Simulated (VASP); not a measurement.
# PbSe (I4/mmm) in VASP: single point with PBE

Aim: the single point of PbSe with PBE.

Everything below comes from runs of VASP 6.6.1. Logs are shortened: lines on timing, memory, paths and dates and some standing lists are left out, and cuts for length are marked.

## 1. The cell of the first run

Symmetry: I4/mmm, No. 139, tetragonal system. The conventional cell has a = 4.261 Å, b = 4.261 Å, c = 6.327 Å, α = 90.00°, β = 90.00°, γ = 90.00°. Within 4.0 Å of Pb (site symmetry 4/mmm) lie 6 Se at 3.01 to 3.16 Å. Se (site symmetry 4/mmm) has 6 Pb at 3.01 to 3.16 Å within 4.0 Å.

## 2. Single point, PBE

INCAR

```
SYSTEM = PbSe
PREC = Accurate
ENCUT = 520
EDIFF = 1E-6
ISMEAR = 0
SIGMA = 0.03
LREAL = .False.
LASPH = .True.
NELM = 60
ALGO = Normal
ISIF = 2
LWAVE = .False.
LCHARG = .False.
GGA = PE
NBANDS = 17
```

KPOINTS

```
Automatic mesh
0
Gamma
  10 10 10
  0 0 0
```

POSCAR

```
PbSe
1.0
    0.0000000000      3.0127518457      3.1633894380
    3.0127518457      0.0000000000      3.1633894380
    3.0127518457      3.0127518457      0.0000000000
Pb Se
1 1
Direct
    0.0000000000      0.0000000000      0.0000000000
    0.5000000000      0.5000000000      0.5000000000
```

Potentials or basis: VASP PAW PBE potentials, release 64 (Pb_d, Se).

Launch:

```bash
cat potpaw_PBE.64/Pb_d/POTCAR potpaw_PBE.64/Se/POTCAR > POTCAR
mpirun -np 1 vasp_std > vasp.out
```

OUTCAR:

```text
SYSTEM = PbSe
   PREC = Accurate
   ENCUT = 520
   EDIFF = 1E-6
   ISMEAR = 0
   LREAL = .False.
   LASPH = .True.
   NELM = 60
   ISIF = 2
   GGA = PE

 ion  position               nearest neighbor table
   1  0.000  0.000  0.000-   2 3.01   2 3.01   2 3.01   2 3.01   2 3.16   2 3.16
   2  0.500  0.500  0.500-   1 3.01   1 3.01   1 3.01   1 3.01   1 3.16   1 3.16

  LATTYP: Found a body centered tetragonal cell.
 ALAT       =     4.2606745203
 C/A-ratio  =     1.4849242405

  Lattice vectors:

 A1 = (  -3.0127518457,   0.0000000000,   3.1633894380)
 A2 = (   3.0127518457,   0.0000000000,   3.1633894380)
 A3 = (   0.0000000000,   3.0127518457,  -3.1633894380)

Analysis of symmetry for initial positions (statically):
=====================================================================
 Subroutine PRICEL returns:
 Original cell was already a primitive cell.

 Routine SETGRP: Setting up the symmetry group for a
 body centered tetragonal supercell.

 Subroutine GETGRP returns: Found 16 space group operations
 (whereof 16 operations were pure point group operations)
 out of a pool of 16 trial point group operations.

The static configuration has the point symmetry D_4h.

Analysis of symmetry for dynamics (positions and initial velocities):
=====================================================================
 Subroutine PRICEL returns:
 Original cell was already a primitive cell.

 Routine SETGRP: Setting up the symmetry group for a
 body centered tetragonal supercell.

 Subroutine GETGRP returns: Found 16 space group operations
 (whereof 16 operations were pure point group operations)
 out of a pool of 16 trial point group operations.

The dynamic configuration has the point symmetry D_4h.

 Subroutine INISYM returns: Found 16 space group operations
 (whereof 16 operations are pure point group operations),
 and found     1 'primitive' translations

----------------------------------------------------------------------------------------

                                     Primitive cell

  volume of cell :      57.4261

  direct lattice vectors                    reciprocal lattice vectors
     0.000000000  3.012751846  3.163389438    -0.165961229  0.165961229  0.158058314
     3.012751846  0.000000000  3.163389438     0.165961229 -0.165961229  0.158058314
     3.012751846  3.012751846  0.000000000     0.165961229  0.165961229 -0.158058314

  length of vectors
     4.368490176  4.368490176  4.260674520     0.282964114  0.282964114  0.282964114

  position of ions in fractional coordinates (direct lattice)
     0.000000000  0.000000000  0.000000000
     0.500000000  0.500000000  0.500000000
[... 73 lines left out ...]
   LSORBIT =      F    spin-orbit coupling
   LASPH  =      T    aspherical Exc in radial PAW
   ENCUT  =  520.0 eV  38.22 Ry    6.18 a.u.   8.12  8.12  7.92*2*pi/ulx,y,z
   NELM   =     60;   NELMIN=  2; NELMDL= -5     # of ELM steps
   EDIFF  = 0.1E-05   stopping-criterion for ELM
   LREAL  =      F    real-space projection
   EDIFFG = 0.1E-04   stopping-criterion for IOM
   NSW    =      0    number of steps for IOM
   IBRION =     -1    ionic relax: 0-MD 1-quasi-New 2-CG
   NFREE  =      0    steps in history (QN), initial steepest desc. (CG)
   ISIF   =      2    stress and relaxation
   ISYM   =      2    0-nonsym 1-usesym 2-fastsym
   POTIM  = 0.5000    time-step for ionic-motion
   TEBEG  =    0.0;   TEEND  =   0.0 temperature during run
   PSTRESS=    0.0 pullay stress
   NELECT =      20.0000    total number of electrons
   NUPDOWN=      -1.0000    fix difference up-down
   EMIN   =  10.00;   EMAX   =-10.00  energy-range for DOS
   EFERMI =   0.00;   METHOD = LEGACY
   ISMEAR =     0;   SIGMA  =   0.03  broadening in eV -4-tet -1-fermi 0-gaus
   EFERMI_NEDOS =   21; number of points for ismear=-14 and -15
   IALGO  =     38    algorithm
   IMIX   =      4    mixing-type and parameters
     AMIX     =   0.40;   BMIX     =  1.00
     AMIX_MAG =   1.60;   BMIX_MAG =  1.00
  volume/ion in A,a.u.               =      28.71       193.77
  Fermi-wavevector in a.u.,A,eV,Ry     =   1.151812  2.176610 18.050462  1.326672
  Thomas-Fermi vector in A             =   2.288467
   LORBIT       =      0    0 simple, 1 ext, 2 COOP (PROOUT), +10 PAW based schemes
   GGA     = PE    functional components
   LHFCALC =     F    Hartree Fock is set to
   AEXX    =    0.0000 exact exchange contribution
   IVDW    =     0    specifies the selected vdW correction
   LEPSILON=     F    determine dielectric tensor
   LRPA    =     F    only Hartree local field effects (RPA)
 non-spin polarized calculation
 Gauss-broadening in eV      SIGMA  =   0.03
  energy-cutoff  :      520.00
  volume of cell :       57.43
 maximum number of plane-waves:      1564
   NGX = 17   NGY = 17   NGZ = 15

 number of electron      19.9999999 magnetization

 Free energy of the ion-electron system (eV)
  ---------------------------------------------------
  ext. energy  EPLUGINS =         0.00000000
  ---------------------------------------------------
  free energy    TOTEN  =        -8.14450074 eV

  energy without entropy =       -8.14450074  energy(sigma->0) =       -8.14450074

 E-fermi :   5.2174     XC(G=0):  -9.5193

 val. band max:        5.1010101838   @ k =   0.5000  -0.0000   0.0000
 cond. band min:       5.3342860488   @ k =   0.5000  -0.0000   0.0000
 fundamental gap:      0.2332758649
 Fermi energy:         5.2174344091

 k-point     1 :       0.0000    0.0000    0.0000
  band No.  band energies     occupation
      1     -11.7975      2.00000
      2     -11.7863      2.00000
      3     -11.7863      2.00000
      4     -11.7730      2.00000
      5     -11.7637      2.00000
      6      -8.5386      2.00000
[... 457 lines left out ...]
      4     -11.7568      2.00000
      5     -11.7506      2.00000
      6      -7.5659      2.00000
[... 9 lines left out ...]
     16      15.8803      0.00000
     17      16.4715      0.00000

 [... further k-points ...]
[... 5 lines left out ...]
  --------------------------------------------------------------------------------------
  -------------------------------------------------------------------------------------
  Total        1.6451911      1.6451911     -0.4061222      0.0000000      0.0000000      0.0000000
  in kB       45.9005138     45.9005138    -11.3307302      0.0000000      0.0000000      0.0000000
  external PRESSURE =      26.8234325 kB  Pullay stress =       0.0000000 kB

 VOLUME and BASIS-vectors are now :
 -----------------------------------------------------------------------------
  energy-cutoff  :      520.00
  volume of cell :       57.43
      direct lattice vectors                 reciprocal lattice vectors
     0.000000000  3.012751846  3.163389438    -0.165961229  0.165961229  0.158058314
     3.012751846  0.000000000  3.163389438     0.165961229 -0.165961229  0.158058314
     3.012751846  3.012751846  0.000000000     0.165961229  0.165961229 -0.158058314

 POSITION                                       TOTAL-FORCE (eV/Angst)
 -----------------------------------------------------------------------------------
      0.00000      0.00000      0.00000        -0.000000     -0.000000      0.000000
      3.01275      3.01275      3.16339         0.000000      0.000000     -0.000000
 -----------------------------------------------------------------------------------
    total drift:                                0.000000     -0.000000     -0.000000

  FREE ENERGIE OF THE ION-ELECTRON SYSTEM (eV)
  ---------------------------------------------------
  free  energy   TOTEN  =        -8.1445007390 eV

  energy  without entropy=       -8.1445007390  energy(sigma->0) =       -8.14450074
```

stdout:

```text
POSCAR found type information on POSCAR PbSe
 POSCAR found :  2 types and       2 ions
 scaLAPACK will be used
 LDA part: xc-table for (Slater+PW92), standard interpolation
 POSCAR, INCAR and KPOINTS ok, starting setup
 FFT: planning ... GRIDC
 FFT: planning ... GRID_SOFT
 FFT: planning ... GRID
 WAVECAR not read
 entering main loop
```

Wall time 26 s (1 thread of Intel Xeon 6975P-C (Granite Rapids), shared host); peak memory 0.24 GiB.

Results:

```
Free energy            : -8.1445 eV
Pressure               : 2.7 GPa
Band gap on the k mesh : 0.23 eV, direct
```

Stress tensor (GPa, compression positive):
```
 4.59  0.00  0.00
 0.00  4.59  0.00
 0.00  0.00 -1.13
```

Caveat: spin-orbit coupling is left out, which moves the levels of the heavy elements.
